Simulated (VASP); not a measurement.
Input of a VASP 6.6.1 run:

The input INCAR:

```
PREC     = Accurate       # precision mode
ENCUT    = 520            # plane-wave cutoff, eV
EDIFF    = 1E-6           # SCF threshold, eV
ISMEAR   = -1             # smearing method
SIGMA    = 0.05           # smearing width, eV
LREAL    = F              # projectors in reciprocal space
LASPH    = T              # aspherical terms in the spheres
NELM     = 100            # most SCF steps
ALGO     = Normal         # electronic algorithm
ISIF     = 2              # what is computed and relaxed
LWAVE    = F              # write WAVECAR
LCHARG   = T              # write CHGCAR
GGA      = RP             # functional
LELF     = T              # ELF
LVHAR    = T            
NBANDS   = 20             # bands
```

KPOINTS

```
Automatic mesh
0
Gamma
  9 9 5
```

POSCAR

```
Tl
1.0
    3.4560000000      0.0000000000      0.0000000000
   -1.7280000000      2.9929837955      0.0000000000
    0.0000000000      0.0000000000      5.5250000000
Tl
2
Direct
    0.6666666667      0.3333333333      0.7500000000
    0.3333333333      0.6666666667      0.2500000000
```

Potentials or basis: VASP PAW PBE potentials, release 64 (Tl_d).

Launch:

```console
$ cat potpaw_PBE.64/Tl_d/POTCAR > POTCAR
$ mpirun -np 1 vasp_std > vasp.out
```

Q: Estimate the pressure.

A: 5.3 GPa.

Q: Predict the band gap on the k mesh.

A: Zero (band 13 reaches 8.85 eV, above the bottom of band 14 at 5.17 eV).

Stress tensor (GPa, compression positive):
```
4.80 0.00 0.00
0.00 4.80 0.00
0.00 0.00 6.23
```

Caveat: the PAW data sets were made with another functional, which shifts forces and pressure a little; spin-orbit coupling is left out, which moves the levels of the heavy elements.
